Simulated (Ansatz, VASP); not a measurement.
One calculation of Pd, two programs

```
Pd
1.0
     0.00000    1.93828    1.93828
     1.93828    0.00000    1.93828
     1.93828    1.93828    0.00000
Pd
1
Direct
  0.00000 0.00000 0.00000
```

Alike in both runs: functional PBEsol; k mesh 18 × 18 × 18; occupations fermi-dirac, width 0.08 eV; no spin polarisation.

Ansatz relaxed the structure, and its values are those at the end. VASP's run is a single point on that final structure, the one shown.

|  | VASP | Ansatz |
| --- | --- | --- |
| version | VASP 6.6.1 | Ansatz 0.2.0 |
| potentials or method | VASP PAW PBE potentials, release 64 (Pd) | PAW with Ansatz's default frozen-core files, scalar-relativistic |
| plane-wave cutoff (eV) | 500 | 420 |
| valence electrons in the cell | 10 | 18 |

Ansatz gave:

- pressure (GPa): 0.0

Problem. Which values does VASP return?

Solution. Pressure (GPa): -0.3.

VASP's potentials were made for PBE, not for PBEsol. VASP's potentials hold 10 valence electrons a cell and Ansatz's 18, so a difference there can come from the potentials and not from the codes.
